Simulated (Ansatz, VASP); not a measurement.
**TaN in VASP and in Ansatz**

```
Ta N
1.0
     5.26102    0.00000    0.00000
    -2.63051    4.55618    0.00000
     0.00000    0.00000    2.92366
Ta N
3 3
Direct
  0.00000 0.00000 0.00000
  0.33333 0.66667 0.50000
  0.66667 0.33333 0.50000
  0.50000 0.00000 0.00000
  0.50000 0.50000 0.00000
  0.00000 0.50000 0.00000
```

Alike in both runs: functional PBE; k mesh 7 × 7 × 11; occupations fermi-dirac, width 0.1 eV; no spin polarisation.

Ansatz relaxed the structure, and its values are those at the end. VASP's run is a single point on that final structure, the one shown.

```csv
,VASP,Ansatz
version,VASP 6.6.1,Ansatz 0.2.0
potentials or method,"VASP PAW PBE potentials, release 64 (Ta_pv, N), cutoff 520 eV",PAW plane waves
valence electrons in the cell,48,54
```

```csv
,VASP,Ansatz,Ansatz less VASP
gap on the k mesh at the Fermi level (eV),none,none,-
pressure (GPa),0.8,0.0,-0.84
```

A gap of «none» marks a metal or a gap that the smearing closes. VASP's potentials hold 48 valence electrons a cell and Ansatz's 54, so a difference there can come from the potentials and not from the codes.

Neither program's run includes spin-orbit coupling.
